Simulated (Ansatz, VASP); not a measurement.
**Two plane-wave programs on SnSe**

Contents of INCAR:

```
PREC = Accurate ; ENCUT = 500
EDIFF = 1E-6 ; ISMEAR = 0
SIGMA = 0.05 ; LREAL = F
LASPH = T ; NELM = 120
ALGO = Normal ; ISIF = 2
LWAVE = F ; LCHARG = F
GGA = PE ; IVDW = 12
NBANDS = 17 ; GGA_COMPAT = F
```

File KPOINTS:

```
regular mesh
0
Gamma
  10 10 10
```

File POSCAR:

```
SnSe
1.0
    0.0000000000      3.2508000000      3.0100000000
    3.2508000000      0.0000000000      3.0100000000
    3.2508000000      3.2508000000      0.0000000000
Sn Se
1 1
Direct
    0.0000000000      0.0000000000      0.0000000000
    0.5000000000      0.5000000000      0.5000000000
```

Input for Ansatz:

```yaml
crystal:
  lattice:
    - [0.0, 3.2508, 3.01]
    - [3.2508, 0.0, 3.01]
    - [3.2508, 3.2508, 0.0]
  atoms:
    - { symbol: Sn, position: [0.0, 0.0, 0.0] }
    - { symbol: Se, position: [0.5, 0.5, 0.5] }
basis:
  ecutwfc: 420
kpoints:
  mp_grid: { grid: [10, 10, 10] }
hamiltonian:
  xc: pbe
  dispersion: d3bj
scf:
  occupations: { method: gaussian, width: 0.05 }
output:
  forces: true
  stress: true
  eigenvalues: true
```

Change from the starting cell: strain +0.080 along x and y, +0.000 along z, atoms carried along.

Alike in both runs: task single point; functional PBE; dispersion D3(BJ); k mesh 10 × 10 × 10; occupations gaussian, width 0.05 eV; no spin polarisation.

|  | VASP | Ansatz |
| --- | --- | --- |
| version | VASP 6.6.1 | Ansatz 0.2.0 |
| potentials or method | VASP PAW PBE potentials, release 64 (Sn_d, Se), cutoff 500 eV | scalar-relativistic, plane waves, PAW |
| valence electrons in the cell | 20 | 30 |

VASP gave:

```
gap on the k mesh at the Fermi level (eV)                     : 0.12
least direct gap on the mesh (eV)                             : 0.12
pressure (GPa)                                                : -5.3
traceless stress, the component that is largest in VASP (GPa) : 3.46
```

Question: Estimate Ansatz's values.

Answer: gap on the k mesh at the Fermi level (eV): 0.12; least direct gap on the mesh (eV): 0.12; pressure (GPa): -5.2; traceless stress, the component that is largest in VASP (GPa): 3.45.

VASP's potentials hold 20 valence electrons a cell and Ansatz's 30, so a difference there can come from the potentials and not from the codes. Ansatz's warnings: dispersion switch in reach.
